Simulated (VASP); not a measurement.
**CoO: single point with PBEsol+U**

CoO:

```
Co O
1.0
    -1.50800    1.50800    2.10725
     1.50800   -1.50800    2.10725
     1.50800    1.50800   -2.10725
Co O
1 1
Direct
  0.00000 0.00000 0.00000
  0.50000 0.50000 0.00000
```

```json
{
 "Program": "VASP 6.6.1",
 "Task": "single point",
 "Functional": "PBEsol",
 "Potentials or basis": "VASP PAW PBE potentials, release 64 (Co, O)",
 "Cutoff": "520 eV",
 "k mesh": "9 × 9 × 9",
 "Occupations": "gaussian, width 0.05 eV",
 "Spin": "collinear spin, ferromagnetic start",
 "Starting moments": "[3.0, 0.0] μB",
 "Hubbard terms": "Co d U = 4.0 eV, J = 0.5 eV",
 "Dipole correction": "no",
 "LDAUTYPE": "1",
 "Hund's J": "0.5",
 "Further INCAR settings": "ALGO = Normal; EDIFF = 1e-06; NBANDS = 18"
}
```

```
Pressure                                              : -8.6 GPa
Band gap on the k mesh                                : zero (filled and empty bands overlap)
Net moment                                            : 3.00 μB per cell
Site moments                                          : Co +2.75; O +0.24 μB
Valence electrons inside the program's atomic spheres : Co 7.82; O 4.98
```

Stress tensor (GPa, compression positive):
```
 -5.44   0.00   0.00
  0.00  -5.44   0.00
  0.00   0.00 -14.84
```

Levels at points of the mesh, in eV from the Fermi level:
Spin up:
```csv
k point,band 6,band 7,band 8,band 9,band 10,band 11,band 12,band 13
"(0.00, 0.00, 0.00)",-3.74,-2.80,-2.65,-2.65,1.25,16.92,17.11,17.11
```
Spin down:
```tsv
k point	band 2	band 3	band 4	band 5	band 6	band 7	band 8	band 9	band 10	band 11
(0.00, 0.00, 0.00)	-2.52	-2.29	-2.18	-2.18	-1.06	-1.06	0.97	1.79	1.91	16.83
```

Eigenvalues of the final occupation matrices:
| site | spin | trace | eigenvalues |
| --- | --- | --- | --- |
| site 1 d | 1 | 4.93 | 0.96 0.97 0.97 1.01 1.02 |
| site 1 d | 2 | 2.22 | 0.12 0.16 0.49 0.49 0.96 |

It took 70 s on 1 thread of Intel Xeon 8259CL, with other jobs on the host, peak memory 0.18 GiB.

Caveat: the PAW data sets were made with another functional, which shifts forces and pressure a little; a cell with one magnetic atom can't hold antiferromagnetic order, which such compounds often take. The state reached can hang on the start; a lower one may exist.
